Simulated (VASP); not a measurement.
A run of VASP 6.6.1:

Contents of INCAR:

```
  PREC = Accurate
  ENCUT = 520
  EDIFF = 1E-6
  ISMEAR = -1
  SIGMA = 0.08
  LREAL = F
  LASPH = T
  NELM = 60
  ALGO = Normal
  ISIF = 2
  LWAVE = F
  LCHARG = F
  GGA = PE
  NBANDS = 11
```

File KPOINTS:

```
regular mesh
0
Gamma
  15 15 15
```

The input POSCAR:

```
BAs
1.0
    0.0000000000      2.3885194947      2.3885194947
    2.3885194947      0.0000000000      2.3885194947
    2.3885194947      2.3885194947      0.0000000000
B As
1 1
Direct
    0.0000000000      0.0000000000      0.0000000000
    0.2500000000      0.2500000000      0.2500000000
```

Potentials or basis: VASP PAW PBE potentials, release 64 (B, As).

Launch:

```sh
$ cat potpaw_PBE.64/B/POTCAR potpaw_PBE.64/As/POTCAR > POTCAR
$ mpirun -np 1 vasp_std > vasp.out
```

Hardware: 1 thread of Intel(R) Xeon(R) Platinum 8488C (Sapphire Rapids) (shared host).

Task: Estimate the wall time of this run.

Result: It took 48 s on 1 thread of Intel(R) Xeon(R) Platinum 8488C (Sapphire Rapids) (shared host), peak memory 0.18 GiB. Counts: scf iterations 12, k points 120.
